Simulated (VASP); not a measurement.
# In2O (antifluorite type) (Fm-3m) in VASP: a series of runs

Runs on In2O (antifluorite type). Level: PBE. Tasks: single point.

All numbers are computed with VASP 6.6.1; they aren't measurements. Logs are shortened: lines on timing, memory, paths and dates and some standing lists are left out, and cuts for length are marked.

**1. The cell of the first run**

The structure is cubic, space group Fm-3m (No. 225). Conventional cell: a = 6.537 Å, b = 6.537 Å, c = 6.537 Å, α = 90.00°, β = 90.00°, γ = 90.00°. Within 3.7 Å of In (site symmetry -43m) lie 4 O at 2.83 Å and 6 In at 3.27 Å. O (site symmetry m-3m) has 8 In at 2.83 Å within 3.7 Å.

**2. Single point, PBE**

Contents of INCAR:

```
ALGO = Normal ; EDIFF = 1E-7
ENCUT = 520 ; GGA = PE
ISIF = 2 ; ISMEAR = -1
LASPH = True ; LCHARG = True
LELF = True ; LREAL = False
LVHAR = True ; LWAVE = False
NBANDS = 23 ; NELM = 60
PREC = Accurate ; SIGMA = 0.06122561905347299
```

Contents of KPOINTS:

```
k-points
0
Gamma
  10 10 10
```

Contents of POSCAR:

```
In2O
1.0
    0.0000000000      3.2687405474      3.2687405474
    3.2687405474      0.0000000000      3.2687405474
    3.2687405474      3.2687405474      0.0000000000
In O
2 1
Direct
    0.2500000000      0.2500000000      0.2500000000
    0.7500000000      0.7500000000      0.7500000000
    0.0000000000      0.0000000000      0.0000000000
```

Potentials or basis: VASP PAW PBE potentials, release 64 (In_d, O).

On the command line:

```
$ cat potpaw_PBE.64/In_d/POTCAR potpaw_PBE.64/O/POTCAR > POTCAR
$ mpirun -np 1 vasp_std > vasp.out
```

OUTCAR:

```text
EDIFF = 1E-7
   ENCUT = 520
   GGA = PE
   ISIF = 2
   ISMEAR = -1
   LASPH = True
   LREAL = False
   NELM = 60
   PREC = Accurate

 ion  position               nearest neighbor table
   1  0.250  0.250  0.250-   3 2.83   3 2.83   3 2.83   3 2.83   2 3.27   2 3.27   2 3.27   2 3.27
                             2 3.27   2 3.27
   2  0.750  0.750  0.750-   3 2.83   3 2.83   3 2.83   3 2.83   1 3.27   1 3.27   1 3.27   1 3.27
                             1 3.27   1 3.27
   3  0.000  0.000  0.000-   2 2.83   2 2.83   2 2.83   1 2.83   2 2.83   1 2.83   1 2.83   1 2.83

  LATTYP: Found a face centered cubic cell.
 ALAT       =     6.5374810948

  Lattice vectors:

 A1 = (   0.0000000000,   3.2687405474,   3.2687405474)
 A2 = (   3.2687405474,   0.0000000000,   3.2687405474)
 A3 = (   3.2687405474,   3.2687405474,   0.0000000000)

Analysis of symmetry for initial positions (statically):
=====================================================================
 Subroutine PRICEL returns:
 Original cell was already a primitive cell.

 Routine SETGRP: Setting up the symmetry group for a
 face centered cubic supercell.

 Subroutine GETGRP returns: Found 48 space group operations
 (whereof 48 operations were pure point group operations)
 out of a pool of 48 trial point group operations.

The static configuration has the point symmetry O_h .

Analysis of symmetry for dynamics (positions and initial velocities):
=====================================================================
 Subroutine PRICEL returns:
 Original cell was already a primitive cell.

 Routine SETGRP: Setting up the symmetry group for a
 face centered cubic supercell.

 Subroutine GETGRP returns: Found 48 space group operations
 (whereof 48 operations were pure point group operations)
 out of a pool of 48 trial point group operations.

The dynamic configuration has the point symmetry O_h .

 Subroutine INISYM returns: Found 48 space group operations
 (whereof 48 operations are pure point group operations),
 and found     1 'primitive' translations

----------------------------------------------------------------------------------------

                                     Primitive cell

  volume of cell :      69.8508

  direct lattice vectors                    reciprocal lattice vectors
     0.000000000  3.268740547  3.268740547    -0.152964113  0.152964113  0.152964113
     3.268740547  0.000000000  3.268740547     0.152964113 -0.152964113  0.152964113
     3.268740547  3.268740547  0.000000000     0.152964113  0.152964113 -0.152964113

  length of vectors
     4.622697214  4.622697214  4.622697214     0.264941616  0.264941616  0.264941616

  position of ions in fractional coordinates (direct lattice)
     0.250000000  0.250000000  0.250000000
     0.750000000  0.750000000  0.750000000
     0.000000000  0.000000000  0.000000000

  ion indices of the primitive-cell ions
   primitive index   ion index
                 1           1
                 2           2
                 3           3

----------------------------------------------------------------------------------------

 KPOINTS: k-points

Automatic generation of k-mesh.
 Grid dimensions read from file:
 generate k-points for:   10   10   10

 Generating k-lattice:

  Cartesian coordinates                     Fractional coordinates (reciprocal lattice)
    -0.015296411  0.015296411  0.015296411     0.100000000  0.000000000  0.000000000
     0.015296411 -0.015296411  0.015296411     0.000000000  0.100000000  0.000000000
     0.015296411  0.015296411 -0.015296411     0.000000000  0.000000000  0.100000000

  Length of vectors
     0.026494162  0.026494162  0.026494162

  Shift w.r.t. Gamma in fractional coordinates (k-lattice)
     0.000000000  0.000000000  0.000000000

 Subroutine IBZKPT returns following result:
 ===========================================

 Found     47 irreducible k-points:

 Following reciprocal coordinates:
            Coordinates               Weight
  0.000000  0.000000  0.000000      1.000000
  0.100000  0.000000  0.000000      8.000000
  0.200000  0.000000  0.000000      8.000000
  0.300000  0.000000  0.000000      8.000000
  0.400000  0.000000  0.000000      8.000000
  0.500000  0.000000  0.000000      4.000000
[... 16 lines left out ...]
  0.300000  0.300000  0.000000      6.000000
  0.400000  0.300000  0.000000     24.000000
 [... further k-points ...]
   k-points           NKPTS =     47   k-points in BZ     NKDIM =     47   number of bands    NBANDS=     23
   number of dos      NEDOS =    301   number of ions     NIONS =      3
   total plane-waves  NPLWV =  46656
   dimension x,y,z NGX =    36 NGY =   36 NGZ =   36
   dimension x,y,z NGXF=    72 NGYF=   72 NGZF=   72
   ions per type =               2   1
   NGX,Y,Z   is equivalent  to a cutoff of  12.95, 12.95, 12.95 a.u.
   NGXF,Y,Z  is equivalent  to a cutoff of  25.89, 25.89, 25.89 a.u.
 SYSTEM =  unknown system
   PREC   = accura    normal or accurate (medium, high low for compatibility)
   ISTART =      0    job   : 0-new  1-cont  2-samecut
   ICHARG =      2    charge: 1-file 2-atom 10-const
   ISPIN  =      1    spin polarized calculation?
   LNONCOLLINEAR =      F non collinear calculations
   LSORBIT =      F    spin-orbit coupling
   LASPH  =      T    aspherical Exc in radial PAW
   ENCUT  =  520.0 eV  38.22 Ry    6.18 a.u.   8.60  8.60  8.60*2*pi/ulx,y,z
   NELM   =     60;   NELMIN=  2; NELMDL= -5     # of ELM steps
   EDIFF  = 0.1E-06   stopping-criterion for ELM
   LREAL  =      F    real-space projection
   EDIFFG = 0.1E-05   stopping-criterion for IOM
   NSW    =      0    number of steps for IOM
   IBRION =     -1    ionic relax: 0-MD 1-quasi-New 2-CG
   NFREE  =      0    steps in history (QN), initial steepest desc. (CG)
   ISIF   =      2    stress and relaxation
   ISYM   =      2    0-nonsym 1-usesym 2-fastsym
   POTIM  = 0.5000    time-step for ionic-motion
   TEBEG  =    0.0;   TEEND  =   0.0 temperature during run
   PSTRESS=    0.0 pullay stress
   NELECT =      32.0000    total number of electrons
   NUPDOWN=      -1.0000    fix difference up-down
   EMIN   =  10.00;   EMAX   =-10.00  energy-range for DOS
   EFERMI =   0.00;   METHOD = LEGACY
   ISMEAR =    -1;   SIGMA  =   0.06  broadening in eV -4-tet -1-fermi 0-gaus
   EFERMI_NEDOS =   21; number of points for ismear=-14 and -15
   IALGO  =     38    algorithm
   IMIX   =      4    mixing-type and parameters
     AMIX     =   0.40;   BMIX     =  1.00
     AMIX_MAG =   1.60;   BMIX_MAG =  1.00
  volume/ion in A,a.u.               =      23.28       157.13
  Fermi-wavevector in a.u.,A,eV,Ry     =   1.262024  2.384880 21.670071  1.592705
  Thomas-Fermi vector in A             =   2.395454
   LORBIT       =      0    0 simple, 1 ext, 2 COOP (PROOUT), +10 PAW based schemes
   GGA     = PE    functional components
   LHFCALC =     F    Hartree Fock is set to
   AEXX    =    0.0000 exact exchange contribution
   IVDW    =     0    specifies the selected vdW correction
   LEPSILON=     F    determine dielectric tensor
   LRPA    =     F    only Hartree local field effects (RPA)
 non-spin polarized calculation
  energy-cutoff  :      520.00
  volume of cell :       69.85
 maximum number of plane-waves:      1901
 NGX is ok and might be reduce to    36
   NGX = 17   NGY = 17   NGZ = 17

 number of electron      31.9999989 magnetization

 Free energy of the ion-electron system (eV)
  ---------------------------------------------------
  ext. energy  EPLUGINS =         0.00000000
  ---------------------------------------------------
  free energy    TOTEN  =       -10.58411407 eV

  energy without entropy =      -10.57099141  energy(sigma->0) =      -10.57755274

 E-fermi :   5.1015     XC(G=0):  -9.5424

 val. band max:        5.0745139102   @ k =  -0.4000   0.5000   0.1000
 cond. band min:       5.1036688446   @ k =   0.5000   0.0000   0.0000
 fundamental gap:      0.0291549344
 Fermi energy:         5.1015163997

 k-point     1 :       0.0000    0.0000    0.0000
  band No.  band energies     occupation
      1     -11.5344      2.00000
      2      -9.3724      2.00000
      3      -9.3724      2.00000
      4      -9.2118      2.00000
      5      -9.2118      2.00000
      6      -9.2118      2.00000
[... 15 lines left out ...]
     22      11.6538      0.00000
     23      13.8859      0.00000

 k-point     2 :       0.1000    0.0000    0.0000
  band No.  band energies     occupation
      1     -11.5317      2.00000
      2      -9.3602      2.00000
      3      -9.3602      2.00000
      4      -9.2042      2.00000
      5      -9.2042      2.00000
      6      -9.1949      2.00000
[... 15 lines left out ...]
     22      11.3373      0.00000
     23      14.4788      0.00000

 k-point     3 :       0.2000    0.0000    0.0000
  band No.  band energies     occupation
      1     -11.5253      2.00000
      2      -9.3241      2.00000
      3      -9.3241      2.00000
      4      -9.1824      2.00000
      5      -9.1824      2.00000
      6      -9.1512      2.00000
[... 15 lines left out ...]
     22      11.1250      0.00000
     23      14.7170      0.00000

 k-point     4 :       0.3000    0.0000    0.0000
  band No.  band energies     occupation
      1     -11.5175      2.00000
      2      -9.2671      2.00000
      3      -9.2671      2.00000
      4      -9.1497      2.00000
      5      -9.1497      2.00000
      6      -9.1017      2.00000
[... 15 lines left out ...]
     22      11.2320      0.00000
     23      14.8976      0.00000

 k-point     5 :       0.4000    0.0000    0.0000
  band No.  band energies     occupation
      1     -11.5116      2.00000
      2      -9.1939      2.00000
      3      -9.1939      2.00000
      4      -9.1108      2.00000
      5      -9.1108      2.00000
      6      -9.0760      2.00000
[... 15 lines left out ...]
     22      11.0491      0.00000
     23      15.8356      0.00000

 k-point     6 :       0.5000    0.0000    0.0000
  band No.  band energies     occupation
      1     -11.5094      2.00000
      2      -9.1139      2.00000
      3      -9.1139      2.00000
      4      -9.1112      2.00000
      5      -9.1112      2.00000
      6      -9.0720      2.00000
[... 15 lines left out ...]
     22      10.8956      0.00000
     23      16.0881      0.00000

 k-point     7 :       0.1000    0.1000    0.0000
  band No.  band energies     occupation
      1     -11.5309      2.00000
      2      -9.3701      2.00000
      3      -9.3429      2.00000
      4      -9.2003      2.00000
      5      -9.1962      2.00000
      6      -9.1962      2.00000
[... 353 lines left out ...]
     22      13.2353      0.00000
     23      14.5219      0.00000

 k-point    21 :      -0.3000    0.2000    0.0000
  band No.  band energies     occupation
      1     -11.5102      2.00000
      2      -9.2744      2.00000
      3      -9.1348      2.00000
      4      -9.1181      2.00000
      5      -9.1030      2.00000
      6      -9.0999      2.00000
[... 15 lines left out ...]
     22      13.5457      0.00000
     23      14.2078      0.00000

 k-point    22 :      -0.2000    0.2000    0.0000
  band No.  band energies     occupation
      1     -11.5154      2.00000
      2      -9.3093      2.00000
      3      -9.2007      2.00000
      4      -9.1601      2.00000
      5      -9.1072      2.00000
      6      -9.1054      2.00000
[... 15 lines left out ...]
     22      13.5759      0.00000
     23      13.6931      0.00000

 k-point    23 :       0.3000    0.3000    0.0000
  band No.  band energies     occupation
      1     -11.5140      2.00000
      2      -9.3565      2.00000
      3      -9.1724      2.00000
      4      -9.1264      2.00000
      5      -9.1034      2.00000
      6      -9.1034      2.00000
[... 15 lines left out ...]
     22      13.3444      0.00000
     23      13.3444      0.00000

 k-point    24 :       0.4000    0.3000    0.0000
  band No.  band energies     occupation
      1     -11.5101      2.00000
      2      -9.3415      2.00000
      3      -9.1303      2.00000
      4      -9.1263      2.00000
      5      -9.1138      2.00000
      6      -9.0772      2.00000
[... 15 lines left out ...]
     22      13.2075      0.00000
     23      13.8311      0.00000

 [... further k-points ...]
[... 5 lines left out ...]
  --------------------------------------------------------------------------------------
  -------------------------------------------------------------------------------------
  Total       -0.9905090     -0.9905090     -0.9905090      0.0000000     -0.0000000      0.0000000
  in kB      -22.7194425    -22.7194425    -22.7194425      0.0000000     -0.0000000      0.0000000
  external PRESSURE =     -22.7194425 kB  Pullay stress =       0.0000000 kB

 VOLUME and BASIS-vectors are now :
 -----------------------------------------------------------------------------
  energy-cutoff  :      520.00
  volume of cell :       69.85
      direct lattice vectors                 reciprocal lattice vectors
     0.000000000  3.268740547  3.268740547    -0.152964113  0.152964113  0.152964113
     3.268740547  0.000000000  3.268740547     0.152964113 -0.152964113  0.152964113
     3.268740547  3.268740547  0.000000000     0.152964113  0.152964113 -0.152964113

 POSITION                                       TOTAL-FORCE (eV/Angst)
 -----------------------------------------------------------------------------------
      1.63437      1.63437      1.63437         0.000000     -0.000000      0.000000
      4.90311      4.90311      4.90311        -0.000000      0.000000     -0.000000
      0.00000      0.00000      0.00000        -0.000000     -0.000000     -0.000000
 -----------------------------------------------------------------------------------
    total drift:                                0.000000      0.000000      0.000000

  FREE ENERGIE OF THE ION-ELECTRON SYSTEM (eV)
  ---------------------------------------------------
  free  energy   TOTEN  =       -10.5841140678 eV

  energy  without entropy=      -10.5709914052  energy(sigma->0) =      -10.57755274
```

It took 3.5 min on 1 thread of Intel Xeon 8259CL, shared host; peak memory 0.24 GiB.

What came out:

* Free energy: -10.5841 eV
* Pressure: -2.3 GPa
* Band gap on the k mesh: zero (bands 16 and 17 overlap by 1.29 eV)

Caveat: spin-orbit coupling is left out, which moves the levels of the heavy elements.

**3. Single point, PBE**

This run uses another cell than the first one, of 21.53 Å³/atom.

Contents of INCAR:

```
PREC     = Accurate       # precision mode
ENCUT    = 520            # plane-wave cutoff, eV
EDIFF    = 1E-6           # SCF threshold, eV
ISMEAR   = -1             # smearing method
SIGMA    = 0.06122561905347299 # smearing width, eV
LREAL    = False          # projectors in reciprocal space
LASPH    = True           # aspherical terms in the spheres
NELM     = 100            # most SCF steps
ALGO     = Normal         # electronic algorithm
ISIF     = 2              # what is computed and relaxed
LWAVE    = False          # write WAVECAR
LCHARG   = True           # write CHGCAR
GGA      = PE             # functional
LELF     = True           # ELF
LVHAR    = True         
NBANDS   = 23             # bands
```

Contents of KPOINTS:

```
Automatic mesh
0
Gamma
  29 29 29
```

Contents of POSCAR:

```
In2O
1.0
    0.0000000000      3.1843479789      3.1843479789
    3.1843479789      0.0000000000      3.1843479789
    3.1843479789      3.1843479789      0.0000000000
In O
2 1
Direct
    0.2500000000      0.2500000000      0.2500000000
    0.7500000000      0.7500000000      0.7500000000
    0.0000000000      0.0000000000      0.0000000000
```

Potentials or basis: VASP PAW PBE potentials, release 64 (In_d, O).

On the command line:

```
$ cat potpaw_PBE.64/In_d/POTCAR potpaw_PBE.64/O/POTCAR > POTCAR
$ mpirun -np 1 vasp_std > vasp.out
```

Run time: 26 min. Hardware: 1 thread of Oxide Virtual Turin-like, shared host; peak memory 0.87 GiB.

Results (log left out):

* Free energy: -10.6055 eV
* Pressure: 0.9 GPa
* Band gap on the k mesh: zero (bands 16 and 17 overlap by 1.90 eV)

Levels at points of the mesh, in eV from the Fermi level:
| k point | band 14 | band 15 | band 16 | band 17 | band 18 | band 19 |
| --- | --- | --- | --- | --- | --- | --- |
| (0.00, 0.00, 0.00) | -2.45 | -2.45 | 1.70 | 1.93 | 1.93 | 1.93 |

Caveat: spin-orbit coupling is left out, which moves the levels of the heavy elements.

[end of part 1 of 2]
